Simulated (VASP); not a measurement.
A run of VASP 6.6.1 is set up as follows.

Contents of POSCAR:

```
KF
1.0
    0.0000000000      2.6589605792      2.6589605792
    2.5055385538      0.0000000000      2.6589605792
    2.5055385538      2.6589605792      0.0000000000
K F
1 1
Direct
    0.0000000000      0.0000000000      0.0000000000
    0.5000000000      0.5000000000      0.5000000000
```

Contents of INCAR.step1:

```
SYSTEM = KF
ALGO     = Normal         ! electronic algorithm
EDIFF    = 1E-4           ! SCF threshold, eV
ENCUT    = 520            ! plane-wave cutoff, eV
GGA      = PE             ! functional
ISMEAR   = 0              ! smearing method
LASPH    = .True.         ! aspherical terms in the spheres
LCHARG   = .False.        ! write CHGCAR
LREAL    = .False.        ! projectors in reciprocal space
LWAVE    = .True.         ! write WAVECAR
NBANDS   = 15             ! bands
NELM     = 80             ! most SCF steps
PREC     = Accurate       ! precision mode
SIGMA    = 0.01           ! smearing width, eV
```

Contents of INCAR.step2:

```
SYSTEM = KF
ALGO     = Normal         ! electronic algorithm
EDIFF    = 1E-6           ! SCF threshold, eV
ENCUT    = 520            ! plane-wave cutoff, eV
ISIF     = 2              ! what is computed and relaxed
ISMEAR   = 0              ! smearing method
ISTART   = 1            
LASPH    = .True.         ! aspherical terms in the spheres
LCHARG   = .False.        ! write CHGCAR
LMIXTAU  = .True.       
LREAL    = .False.        ! projectors in reciprocal space
LWAVE    = .False.        ! write WAVECAR
METAGGA  = R2SCAN         ! meta-GGA
NBANDS   = 15             ! bands
NELM     = 80             ! most SCF steps
PREC     = Accurate       ! precision mode
SIGMA    = 0.01           ! smearing width, eV
```

File KPOINTS:

```
k-points
0
Gamma
  8 8 8
  0 0 0
```

Potentials or basis: VASP PAW PBE potentials, release 64 (K_sv, F).

The run is started by

```sh
$ cat potpaw_PBE.64/K_sv/POTCAR potpaw_PBE.64/F/POTCAR > POTCAR
$ cp INCAR.step1 INCAR
$ mpirun -np 1 vasp_std > vasp.out
$ cp INCAR.step2 INCAR
$ mpirun -np 1 vasp_std > vasp.out
```

(1) Estimate the band gap on the k mesh.

(2) What does it give for the pressure?

Results:

(1) 7.12 eV.

(2) 2.9 GPa.

Caveat: the cell differs from its parent crystal (uniaxial x strain -5.8%); the PAW data sets were made with another functional, which shifts forces and pressure a little.
